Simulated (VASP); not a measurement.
# TePb (zincblende type) (F-43m) in VASP: a series of runs

The runs below take TePb (zincblende type) through single point, with PBE.

All numbers are computed with VASP 6.6.1; they aren't measurements. Logs are shortened: lines on timing, memory, paths and dates and some standing lists are left out, and cuts for length are marked.

## Step 1: The cell of the first run

The structure is cubic, space group F-43m (No. 216). The conventional cell has a = 6.244 Å, b = 6.244 Å, c = 6.244 Å, α = 90.00°, β = 90.00°, γ = 90.00°. Within 3.6 Å of Pb (site symmetry -43m) lie 4 Te at 2.70 Å. Te (site symmetry -43m) has 4 Pb at 2.70 Å within 3.6 Å.

## Step 2: Single point, PBE

Input file INCAR:

```
PREC = Accurate
ENCUT = 520
EDIFF = 1E-6
ISMEAR = -1
SIGMA = 0.1
LREAL = F
LASPH = T
NELM = 80
ALGO = Normal
ISIF = 2
LWAVE = F
LCHARG = T
GGA = PE
LELF = T
LVHAR = T
NBANDS = 17
```

Input file KPOINTS:

```
regular mesh
0
Gamma
  12 12 12
```

Input file POSCAR:

```
TePb
1.0
    0.0000000000      3.1218802739      3.1218802739
    3.1218802739      0.0000000000      3.1218802739
    3.1218802739      3.1218802739      0.0000000000
Pb Te
1 1
Direct
    0.0000000000      0.0000000000      0.0000000000
    0.2500000000      0.2500000000      0.2500000000
```

Potentials or basis: VASP PAW PBE potentials, release 64 (Pb_d, Te).

Started as:

```console
cat potpaw_PBE.64/Pb_d/POTCAR potpaw_PBE.64/Te/POTCAR > POTCAR
mpirun -np 1 vasp_std > vasp.out
```

OUTCAR:

```text
PREC = Accurate
   ENCUT = 520
   EDIFF = 1E-6
   ISMEAR = -1
   LREAL = F
   LASPH = T
   NELM = 80
   ISIF = 2
   GGA = PE

 ion  position               nearest neighbor table
   1  0.000  0.000  0.000-   2 2.70   2 2.70   2 2.70   2 2.70
   2  0.250  0.250  0.250-   1 2.70   1 2.70   1 2.70   1 2.70

  LATTYP: Found a face centered cubic cell.
 ALAT       =     6.2437605478

  Lattice vectors:

 A1 = (   0.0000000000,   3.1218802739,   3.1218802739)
 A2 = (   3.1218802739,   0.0000000000,   3.1218802739)
 A3 = (   3.1218802739,   3.1218802739,   0.0000000000)

Analysis of symmetry for initial positions (statically):
=====================================================================
 Subroutine PRICEL returns:
 Original cell was already a primitive cell.

 Routine SETGRP: Setting up the symmetry group for a
 face centered cubic supercell.

 Subroutine GETGRP returns: Found 24 space group operations
 (whereof 24 operations were pure point group operations)
 out of a pool of 48 trial point group operations.

The static configuration has the point symmetry T_d .

Analysis of symmetry for dynamics (positions and initial velocities):
=====================================================================
 Subroutine PRICEL returns:
 Original cell was already a primitive cell.

 Routine SETGRP: Setting up the symmetry group for a
 face centered cubic supercell.

 Subroutine GETGRP returns: Found 24 space group operations
 (whereof 24 operations were pure point group operations)
 out of a pool of 48 trial point group operations.

The dynamic configuration has the point symmetry T_d .

 Subroutine INISYM returns: Found 24 space group operations
 (whereof 24 operations are pure point group operations),
 and found     1 'primitive' translations

----------------------------------------------------------------------------------------

                                     Primitive cell

  volume of cell :      60.8525

  direct lattice vectors                    reciprocal lattice vectors
     0.000000000  3.121880274  3.121880274    -0.160159890  0.160159890  0.160159890
     3.121880274  0.000000000  3.121880274     0.160159890 -0.160159890  0.160159890
     3.121880274  3.121880274  0.000000000     0.160159890  0.160159890 -0.160159890

  length of vectors
     4.415005423  4.415005423  4.415005423     0.277405066  0.277405066  0.277405066

  position of ions in fractional coordinates (direct lattice)
     0.000000000  0.000000000  0.000000000
[... 77 lines left out ...]
   NELM   =     80;   NELMIN=  2; NELMDL= -5     # of ELM steps
   EDIFF  = 0.1E-05   stopping-criterion for ELM
   LREAL  =      F    real-space projection
   EDIFFG = 0.1E-04   stopping-criterion for IOM
   NSW    =      0    number of steps for IOM
   IBRION =     -1    ionic relax: 0-MD 1-quasi-New 2-CG
   NFREE  =      0    steps in history (QN), initial steepest desc. (CG)
   ISIF   =      2    stress and relaxation
   ISYM   =      2    0-nonsym 1-usesym 2-fastsym
   POTIM  = 0.5000    time-step for ionic-motion
   TEBEG  =    0.0;   TEEND  =   0.0 temperature during run
   PSTRESS=    0.0 pullay stress
   NELECT =      20.0000    total number of electrons
   NUPDOWN=      -1.0000    fix difference up-down
   EMIN   =  10.00;   EMAX   =-10.00  energy-range for DOS
   EFERMI =   0.00;   METHOD = LEGACY
   ISMEAR =    -1;   SIGMA  =   0.10  broadening in eV -4-tet -1-fermi 0-gaus
   EFERMI_NEDOS =   21; number of points for ismear=-14 and -15
   IALGO  =     38    algorithm
   IMIX   =      4    mixing-type and parameters
     AMIX     =   0.40;   BMIX     =  1.00
     AMIX_MAG =   1.60;   BMIX_MAG =  1.00
  volume/ion in A,a.u.               =      30.43       205.33
  Fermi-wavevector in a.u.,A,eV,Ry     =   1.129775  2.134965 17.366358  1.276391
  Thomas-Fermi vector in A             =   2.266469
   LORBIT       =      0    0 simple, 1 ext, 2 COOP (PROOUT), +10 PAW based schemes
   GGA     = PE    functional components
   LHFCALC =     F    Hartree Fock is set to
   AEXX    =    0.0000 exact exchange contribution
   IVDW    =     0    specifies the selected vdW correction
   LEPSILON=     F    determine dielectric tensor
   LRPA    =     F    only Hartree local field effects (RPA)
 non-spin polarized calculation
  energy-cutoff  :      520.00
  volume of cell :       60.85
 maximum number of plane-waves:      1676
 NGX is ok and might be reduce to    36
   NGX = 17   NGY = 17   NGZ = 17

 number of electron      20.0000001 magnetization

 Free energy of the ion-electron system (eV)
  ---------------------------------------------------
  ext. energy  EPLUGINS =         0.00000000
  ---------------------------------------------------
  free energy    TOTEN  =        -4.69827690 eV

  energy without entropy =       -4.67474518  energy(sigma->0) =       -4.68651104

 E-fermi :   7.8573     XC(G=0):  -9.5391

 val. band max:        7.8003362200   @ k =  -0.3333   0.5000   0.1667
 cond. band min:       7.9376590618   @ k =   0.2500   0.2500   0.0000
 fundamental gap:      0.1373228418
 Fermi energy:         7.8573456611

 k-point     1 :       0.0000    0.0000    0.0000
  band No.  band energies     occupation
      1     -10.0073      2.00000
      2     -10.0073      2.00000
      3     -10.0073      2.00000
      4      -9.8447      2.00000
      5      -9.8447      2.00000
      6      -7.0231      2.00000
[... 457 lines left out ...]
      4      -9.8475      2.00000
      5      -9.8428      2.00000
      6      -5.1257      2.00000
[... 9 lines left out ...]
     16      14.9601      0.00000
     17      17.2711      0.00000

 [... further k-points ...]

------------------------ aborting loop because EDIFF is reached ----------------------------------------

  FORCE on cell =-STRESS in cart. coord.  units (eV):
  Direction    XX          YY          ZZ          XY          YZ          ZX
  --------------------------------------------------------------------------------------
  -------------------------------------------------------------------------------------
  Total       11.7512835     11.7512835     11.7512835      0.0000000      0.0000000     -0.0000000
  in kB      309.3977552    309.3977552    309.3977552      0.0000000      0.0000000     -0.0000000
  external PRESSURE =     309.3977552 kB  Pullay stress =       0.0000000 kB

 VOLUME and BASIS-vectors are now :
 -----------------------------------------------------------------------------
  energy-cutoff  :      520.00
  volume of cell :       60.85
      direct lattice vectors                 reciprocal lattice vectors
     0.000000000  3.121880274  3.121880274    -0.160159890  0.160159890  0.160159890
     3.121880274  0.000000000  3.121880274     0.160159890 -0.160159890  0.160159890
     3.121880274  3.121880274  0.000000000     0.160159890  0.160159890 -0.160159890

 POSITION                                       TOTAL-FORCE (eV/Angst)
 -----------------------------------------------------------------------------------
      0.00000      0.00000      0.00000         0.000000      0.000000      0.000000
      1.56094      1.56094      1.56094        -0.000000     -0.000000     -0.000000
 -----------------------------------------------------------------------------------
    total drift:                                0.000000      0.000000      0.000000

  FREE ENERGIE OF THE ION-ELECTRON SYSTEM (eV)
  ---------------------------------------------------
  free  energy   TOTEN  =        -4.6982768981 eV

  energy  without entropy=       -4.6747451786  energy(sigma->0) =       -4.68651104
```

stdout:

```text
POSCAR found type information on POSCAR PbTe
 POSCAR found :  2 types and       2 ions
 scaLAPACK will be used
 LDA part: xc-table for (Slater+PW92), standard interpolation
 POSCAR, INCAR and KPOINTS ok, starting setup
 FFT: planning ... GRIDC
 FFT: planning ... GRID_SOFT
 FFT: planning ... GRID
 WAVECAR not read
 entering main loop
```

It took 1.9 min on 1 thread of Intel Xeon 8259CL, shared host; peak memory 0.25 GiB.

Results:

* Free energy: -4.6983 eV
* Pressure: 30.9 GPa
* Band gap on the k mesh: zero (bands 10 and 11 overlap by 1.12 eV)

Caveat: the cell stands under pressure; spin-orbit coupling is left out, which moves the levels of the heavy elements.

## Step 3: Single point, PBE

Input file INCAR:

```
SYSTEM = TePb
  ALGO = Normal
  EDIFF = 1E-6
  ENCUT = 520
  GGA = PE
  ISIF = 2
  ISMEAR = -1
  LASPH = .True.
  LCHARG = .True.
  LELF = .True.
  LREAL = .False.
  LVHAR = .True.
  LWAVE = .False.
  NBANDS = 17
  NELM = 100
  PREC = Accurate
  SIGMA = 0.1
```

Input file KPOINTS:

```
k-points
0
Gamma
  12 12 12
  0 0 0
```

POSCAR is that of step 2.

Potentials or basis: VASP PAW PBE potentials, release 64 (Pb_d, Te).

Started as:

```console
cat potpaw_PBE.64/Pb_d/POTCAR potpaw_PBE.64/Te/POTCAR > POTCAR
mpirun -np 1 vasp_std > vasp.out
```

Run time: 1.8 min. Hardware: 1 thread of Intel Xeon 8259CL, shared host; peak memory 0.25 GiB.

Results (log left out):

| Quantity | Value |
| --- | --- |
| Free energy | -4.6983 eV |
| Pressure | 30.9 GPa |
| Band gap on the k mesh | zero (bands 10 and 11 overlap by 1.12 eV) |

Levels at points of the mesh, in eV from the Fermi level:
```tsv
k point	band 6	band 7	band 8	band 9	band 10	band 11	band 12	band 13	band 14	band 15
(0.00, 0.00, 0.00)	-14.88	-4.58	-2.55	-2.55	-2.55	0.87	0.87	0.87	3.59	7.21
(0.50, 0.00, 0.00)	-13.19	-9.57	-3.67	-3.67	-2.64	1.98	1.98	4.49	6.06	7.68
(0.50, 0.50, 0.00)	-12.24	-10.44	-4.99	-4.99	-1.24	-0.62	6.29	6.29	6.57	8.53
```

Caveat: the cell stands under pressure; spin-orbit coupling is left out, which moves the levels of the heavy elements.
